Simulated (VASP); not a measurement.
## Cs: single point with LDA

Cs:

```
Cs
1.0
    -2.97249    2.97249    2.97249
     2.97249   -2.97249    2.97249
     2.97249    2.97249   -2.97249
Cs
1
Direct
  0.00134 0.00350 0.99610
```

```
Program                : VASP 6.6.1
Task                   : single point
Functional             : LDA
Potentials or basis    : VASP PAW LDA potentials, release 64 (Cs_sv)
Cutoff                 : 500 eV
k mesh                 : 4 × 4 × 4
Occupations            : gaussian, width 0.05 eV
Spin                   : no spin polarisation
Dipole correction      : no
Further INCAR settings : ALGO = Normal; EDIFF = 1e-06; NBANDS = 10
```

```yaml
Pressure: -0.3 GPa
```

Levels at points of the mesh, in eV from the Fermi level:
```tsv
k point	band 1	band 2	band 3	band 4	band 5	band 6	band 7	band 8
(0.00, 0.00, 0.00)	-23.79	-10.51	-10.51	-10.51	-1.80	2.45	2.45	2.45
(0.50, 0.00, 0.00)	-23.78	-10.70	-10.57	-10.51	-0.05	1.02	1.56	3.24
(0.50, 0.50, 0.50)	-23.77	-10.65	-10.65	-10.65	0.56	0.56	3.23	3.23
```

It took 14 s on 1 thread of Intel Xeon 8259CL, with other jobs on the host, peak memory 0.18 GiB.

Caveat: the k points lie up to 0.37 Å⁻¹ apart; spin-orbit coupling is left out, which moves the levels of the heavy elements.
